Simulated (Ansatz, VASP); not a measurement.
Two plane-wave programs on Y4Sn3N4

```
CELL_PARAMETERS angstrom
4.70156 0.00000 0.00000
0.00000 4.70156 0.00000
0.00000 0.00000 4.70156
ATOMIC_POSITIONS crystal
Y 0.29170 0.29170 0.29170
Y 0.29170 0.70830 0.70830
Y 0.70830 0.29170 0.70830
Y 0.70830 0.70830 0.29170
Sn 0.00000 0.00000 0.50000
Sn 0.50000 0.00000 0.00000
Sn 0.00000 0.50000 0.00000
N 0.24569 0.24569 0.75431
N 0.75431 0.75431 0.75431
N 0.24569 0.75431 0.24569
N 0.75431 0.24569 0.24569
```

Alike in both runs: task relaxation of cell and atoms; functional PBE; k mesh 4 × 4 × 4; occupations gaussian, width 0.1 eV; no spin polarisation.

|  | VASP | Ansatz |
| --- | --- | --- |
| version | VASP 6.6.1 | Ansatz 0.2.0 |
| potentials or method | VASP PAW PBE potentials, release 64 (Y_sv, Sn_d, N), cutoff 600 eV | scalar-relativistic, plane waves, PAW |
| valence electrons in the cell | 106 | 106 |

|  | VASP | Ansatz | Ansatz less VASP |
| --- | --- | --- | --- |
| gap on the k mesh at the Fermi level, each at its own relaxed structure (eV) | none | none | - |
| relaxed volume (Å³/atom) | 22.98 | 25.84 | +2.856 |
| relaxed length of the cell vector where the two differ most in proportion (Å) | 6.323 | 6.575 | +0.2518 |

A gap of «none» marks a metal or a gap that the smearing closes. One of these differences is far larger than is usual between the two programs; its cause wasn't traced.

Noted on VASP's run: the volume moved by over 15 % at a fixed basis, so the end points are rough.
